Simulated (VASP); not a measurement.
# Be2WN3 (P6/mmm) in VASP: further runs

Be2WN3 is run at these levels: PBE; tasks: single point.

Program: VASP 6.6.1. These are calculated values, not measurements. Logs are shortened: lines on timing, memory, paths and dates and some standing lists are left out, and cuts for length are marked.

## 1. The cell of the first run

The structure is hexagonal, space group P6/mmm (No. 191). Conventional cell: a = 4.569 Å, b = 4.569 Å, c = 2.669 Å, α = 90.00°, β = 90.00°, γ = 120.00°. Within 2.5 Å of Be (site symmetry -6m2) lie 6 N at 1.88 Å. W (site symmetry 6/mmm) has 6 Be at 2.64 Å and 12 N at 2.65 Å and 2 W at 2.67 Å within 3.5 Å. Within 2.5 Å of N (site symmetry mmm) lie 4 Be at 1.88 Å and 4 N at 2.28 Å.

The cell was built from a structure type or drawn by symmetry, and may not be a known phase.

## 2. Single point, PBE

INCAR

```
ALGO     = Normal         # electronic algorithm
EDIFF    = 1E-6           # SCF threshold, eV
ENCUT    = 600            # plane-wave cutoff, eV
GGA      = PE             # functional
GGA_COMPAT= F            
ISIF     = 2              # what is computed and relaxed
ISMEAR   = 0              # smearing method
LASPH    = T              # aspherical terms in the spheres
LCHARG   = F              # write CHGCAR
LREAL    = F              # projectors in reciprocal space
LWAVE    = F              # write WAVECAR
NBANDS   = 26             # bands
NELM     = 120            # most SCF steps
PREC     = Accurate       # precision mode
SIGMA    = 0.15           # smearing width, eV
```

KPOINTS

```
k-points
0
Gamma
  3 3 4
```

POSCAR

```
Be2WN3
1.0
    4.5690118672      0.0000000027      0.0000000000
   -2.2845059360      3.9568803459      0.0000000000
    0.0000000000      0.0000000000      2.6691011571
Be W N
2 1 3
Direct
    0.3333333333      0.6666666667      0.0000000000
    0.6666666667      0.3333333333      0.0000000000
    0.0000000000      0.0000000000      0.0000000000
    0.5000000000      0.0000000000      0.5000000000
    0.5000000000      0.5000000000      0.5000000000
    0.0000000000      0.5000000000      0.5000000000
```

Potentials or basis: VASP PAW PBE potentials, release 64 (Be, W_sv, N).

The run is started by

```console
> cat potpaw_PBE.64/Be/POTCAR potpaw_PBE.64/W_sv/POTCAR potpaw_PBE.64/N/POTCAR > POTCAR
> mpirun -np 1 vasp_std > vasp.out
```

OUTCAR:

```text
EDIFF = 1E-6
   ENCUT = 600
   GGA = PE
   ISIF = 2
   ISMEAR = 0
   LASPH = T
   LREAL = F
   NELM = 120
   PREC = Accurate

 ion  position               nearest neighbor table
   1  0.333  0.667  0.000-   6 1.88   6 1.88   4 1.88   4 1.88   5 1.88   5 1.88   3 2.64   3 2.64
                             3 2.64
   2  0.667  0.333  0.000-   6 1.88   6 1.88   4 1.88   4 1.88   5 1.88   5 1.88   3 2.64   3 2.64
                             3 2.64
   3  0.000  0.000  0.000-   1 2.64   2 2.64   2 2.64   1 2.64   2 2.64   1 2.64
   4  0.500  0.000  0.500-   1 1.88   2 1.88   1 1.88   2 1.88
   5  0.500  0.500  0.500-   1 1.88   2 1.88   1 1.88   2 1.88
   6  0.000  0.500  0.500-   1 1.88   2 1.88   1 1.88   2 1.88

  LATTYP: Found a hexagonal cell.
 ALAT       =     4.5690118672
 C/A-ratio  =     0.5841747044

  Lattice vectors:

 A1 = (   4.5690118672,   0.0000000027,   0.0000000000)
 A2 = (  -2.2845059360,   3.9568803459,   0.0000000000)
 A3 = (   0.0000000000,   0.0000000000,   2.6691011571)

Analysis of symmetry for initial positions (statically):
=====================================================================
 Subroutine PRICEL returns:
 Original cell was already a primitive cell.

 Routine SETGRP: Setting up the symmetry group for a
 hexagonal supercell.

 Subroutine GETGRP returns: Found 24 space group operations
 (whereof 24 operations were pure point group operations)
 out of a pool of 24 trial point group operations.

The static configuration has the point symmetry D_6h.

Analysis of symmetry for dynamics (positions and initial velocities):
=====================================================================
 Subroutine PRICEL returns:
 Original cell was already a primitive cell.

 Routine SETGRP: Setting up the symmetry group for a
 hexagonal supercell.

 Subroutine GETGRP returns: Found 24 space group operations
 (whereof 24 operations were pure point group operations)
 out of a pool of 24 trial point group operations.

The dynamic configuration has the point symmetry D_6h.

 Subroutine INISYM returns: Found 24 space group operations
 (whereof 24 operations are pure point group operations),
 and found     1 'primitive' translations

----------------------------------------------------------------------------------------

                                     Primitive cell

[... 83 lines left out ...]
   LREAL  =      F    real-space projection
   EDIFFG = 0.1E-04   stopping-criterion for IOM
   NSW    =      0    number of steps for IOM
   IBRION =     -1    ionic relax: 0-MD 1-quasi-New 2-CG
   NFREE  =      0    steps in history (QN), initial steepest desc. (CG)
   ISIF   =      2    stress and relaxation
   ISYM   =      2    0-nonsym 1-usesym 2-fastsym
   POTIM  = 0.5000    time-step for ionic-motion
   TEBEG  =    0.0;   TEEND  =   0.0 temperature during run
   PSTRESS=    0.0 pullay stress
   NELECT =      33.0000    total number of electrons
   NUPDOWN=      -1.0000    fix difference up-down
   EMIN   =  10.00;   EMAX   =-10.00  energy-range for DOS
   EFERMI =   0.00;   METHOD = LEGACY
   ISMEAR =     0;   SIGMA  =   0.15  broadening in eV -4-tet -1-fermi 0-gaus
   EFERMI_NEDOS =   21; number of points for ismear=-14 and -15
   IALGO  =     38    algorithm
   IMIX   =      4    mixing-type and parameters
     AMIX     =   0.40;   BMIX     =  1.00
     AMIX_MAG =   1.60;   BMIX_MAG =  1.00
  volume/ion in A,a.u.               =       8.04        54.27
  Fermi-wavevector in a.u.,A,eV,Ry     =   1.442335  2.725617 28.304601  2.080330
  Thomas-Fermi vector in A             =   2.560866
   LORBIT       =      0    0 simple, 1 ext, 2 COOP (PROOUT), +10 PAW based schemes
   GGA     = PE    functional components
   LHFCALC =     F    Hartree Fock is set to
   AEXX    =    0.0000 exact exchange contribution
   IVDW    =     0    specifies the selected vdW correction
   LEPSILON=     F    determine dielectric tensor
   LRPA    =     F    only Hartree local field effects (RPA)
 non-spin polarized calculation
 Gauss-broadening in eV      SIGMA  =   0.15
  energy-cutoff  :      600.00
  volume of cell :       48.25
 maximum number of plane-waves:      1620
 NGX is ok and might be reduce to    40
   NGX = 19   NGY = 19   NGZ = 11

 number of electron      33.0000001 magnetization

 Free energy of the ion-electron system (eV)
  ---------------------------------------------------
  ext. energy  EPLUGINS =         0.00000000
  ---------------------------------------------------
  free energy    TOTEN  =       -39.15386249 eV

  energy without entropy =      -39.10685065  energy(sigma->0) =      -39.13035657

 E-fermi :   9.3198     XC(G=0): -12.7539

 val. band max:        9.2277339194   @ k =   0.0000   0.0000   0.0000
 cond. band min:       9.3745038547   @ k =   0.3333   0.3333   0.5000
 fundamental gap:      0.1467699353
 Fermi energy:         9.3197622381

 k-point     1 :       0.0000    0.0000    0.0000
  band No.  band energies     occupation
      1     -65.3561      2.00000
      2     -29.6710      2.00000
      3     -29.6710      2.00000
      4     -28.8283      2.00000
      5      -9.3291      2.00000
      6      -5.2583      2.00000
[... 250 lines left out ...]
     25      17.9135      0.00000
     26      18.4179      0.00000

------------------------ aborting loop because EDIFF is reached ----------------------------------------

  FORCE on cell =-STRESS in cart. coord.  units (eV):
  Direction    XX          YY          ZZ          XY          YZ          ZX
  --------------------------------------------------------------------------------------
  -------------------------------------------------------------------------------------
  Total       -0.1038677     -0.1038677     -0.1134154      0.0000000      0.0000000      0.0000000
  in kB       -3.4486632     -3.4486632     -3.7656700      0.0000000      0.0000000      0.0000000
  external PRESSURE =      -3.5543321 kB  Pullay stress =       0.0000000 kB

 VOLUME and BASIS-vectors are now :
 -----------------------------------------------------------------------------
  energy-cutoff  :      600.00
  volume of cell :       48.25
      direct lattice vectors                 reciprocal lattice vectors
     4.569011867  0.000000003  0.000000000     0.218865704  0.126362173  0.000000000
    -2.284505936  3.956880346  0.000000000    -0.000000000  0.252724347  0.000000000
     0.000000000  0.000000000  2.669101157     0.000000000  0.000000000  0.374657962

 POSITION                                       TOTAL-FORCE (eV/Angst)
 -----------------------------------------------------------------------------------
     -0.00000      2.63792      0.00000        -0.000000      0.000000      0.000000
      2.28451      1.31896      0.00000         0.000000     -0.000000      0.000000
      0.00000      0.00000      0.00000         0.000000     -0.000000      0.000000
      2.28451      0.00000      1.33455        -0.000000     -0.000000      0.000000
      1.14225      1.97844      1.33455        -0.000000     -0.000000      0.000000
     -1.14225      1.97844      1.33455        -0.000000     -0.000000      0.000000
 -----------------------------------------------------------------------------------
    total drift:                               -0.000000      0.000000     -0.000000

  FREE ENERGIE OF THE ION-ELECTRON SYSTEM (eV)
  ---------------------------------------------------
  free  energy   TOTEN  =       -39.1538624897 eV

  energy  without entropy=      -39.1068506479  energy(sigma->0) =      -39.13035657
```

Wall time 30 s (1 thread of Intel Xeon 8259CL, shared host); peak memory 0.19 GiB.

What came out:

- Free energy: -39.1539 eV
- Pressure: -0.4 GPa
- Band gap on the k mesh: zero (an odd number of electrons rules out a gap without spin polarisation)

Caveat: the k points lie up to 0.59 Å⁻¹ apart, too coarse for converged energies and pressures of a metal; spin-orbit coupling is left out, which moves the levels of the heavy elements.

## 3. Single point, PBE

This run uses another cell than the first one, of 11.61 Å³/atom.

INCAR

```
SYSTEM = Be2WN3
  PREC = Accurate
  ENCUT = 600
  EDIFF = 1E-6
  ISMEAR = 0
  SIGMA = 0.15
  LREAL = .FALSE.
  LASPH = .TRUE.
  NELM = 120
  ALGO = Normal
  ISIF = 2
  LWAVE = .FALSE.
  LCHARG = .FALSE.
  GGA = PE
  NBANDS = 26
  GGA_COMPAT = .FALSE.
```

KPOINTS

```
regular mesh
0
G
  3 3 3
  0 0 0
```

POSCAR

```
Be2WN3
1.0
    4.7099624217     -0.0000000030      0.0000000000
   -2.3549812082      4.0789471095      0.0000000000
    0.0000000000      0.0000000000      3.6246249350
Be W N
2 1 3
Direct
    0.3333333333      0.6666666667      0.5000000000
    0.6666666667      0.3333333333      0.5000000000
    0.0000000000      0.0000000000      0.5000000000
    0.3333333333      0.6666666667      0.0000000000
    0.6666666667      0.3333333333      0.0000000000
    0.0000000000      0.0000000000      0.0000000000
```

Potentials or basis: VASP PAW PBE potentials, release 64 (Be, W_sv, N).

The run is started by

```console
> cat potpaw_PBE.64/Be/POTCAR potpaw_PBE.64/W_sv/POTCAR potpaw_PBE.64/N/POTCAR > POTCAR
> mpirun -np 1 vasp_std > vasp.out
```

Run time: 45 s. Hardware: 1 thread of Intel Xeon 8259CL, shared host; peak memory 0.21 GiB.

Results (log left out):

| Property | Result |
| --- | --- |
| Free energy | -35.7824 eV |
| Pressure | 0.5 GPa |
| Band gap on the k mesh | zero (an odd number of electrons rules out a gap without spin polarisation) |

Levels at points of the mesh, in eV from the Fermi level:
| k point | band 13 | band 14 | band 15 | band 16 | band 17 | band 18 | band 19 | band 20 |
| --- | --- | --- | --- | --- | --- | --- | --- | --- |
| (0.00, 0.00, 0.00) | -3.14 | -3.14 | -0.21 | 0.23 | 0.23 | 0.42 | 0.42 | 0.84 |

Caveat: the k points lie up to 0.58 Å⁻¹ apart, too coarse for converged energies and pressures of a metal; spin-orbit coupling is left out, which moves the levels of the heavy elements.
